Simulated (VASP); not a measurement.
Write the native input for VASP 6.6.1 that does the following.

- Task: single point
- Functional: PBE
- Potentials or basis: VASP PAW PBE potentials, release 64 (Si, C)
- Cutoff: 520 eV
- k mesh: 8 × 6 × 1
- Occupations: fermi-dirac, width 0.02 eV
- Spin: no spin polarisation
- Dipole correction: yes
- Further INCAR settings: ALGO = Normal; EDIFF = 1e-06; NBANDS = 21

The structure of SiC (SiC (110), 3 layers) lies in POSCAR:

```
SiC
1.0
    3.0969261021      0.0000000000      0.0000000000
    0.0000000000      4.3797148953      0.0000000000
    0.0000000000      0.0000000000     19.0969000000
Si C
3 3
Direct
    0.2500000000      0.0890055961      0.4297332308
    0.7500000000      0.6421708604      0.4999999984
    0.2500000000      0.0890055784      0.5702667723
    0.7500000000      0.8918429881      0.4180457444
    0.2500000000      0.3961320170      0.5000000004
    0.7500000000      0.8918429600      0.5819542536
```

These files were run (other wordings do the same):

INCAR

```
PREC = Accurate
ENCUT = 520
EDIFF = 1E-6
ISMEAR = -1
SIGMA = 0.02
LREAL = F
LASPH = T
NELM = 60
ALGO = Normal
ISIF = 2
LWAVE = F
LCHARG = F
LDIPOL = T
IDIPOL = 3
DIPOL = 0.5 0.5 0.500
GGA = PE
NBANDS = 21
```

KPOINTS

```
regular mesh
0
Gamma
  8 6 1
```

Potentials or basis: VASP PAW PBE potentials, release 64 (Si, C).

The run is started by

```sh
$ cat potpaw_PBE.64/Si/POTCAR potpaw_PBE.64/C/POTCAR > POTCAR
$ mpirun -np 1 vasp_std > vasp.out
```

Results of the run:

```yaml
Largest_force: 0.011 eV/Å
Band_gap_on_the_k_mesh: zero (band 12 reaches -1.85 eV, above the bottom of band 13 at -1.94 eV)
```

Run time: 2.5 min on 1 thread of AMD EPYC 7R13 Processor (Zen 3), on a shared host, peak memory 0.34 GiB.
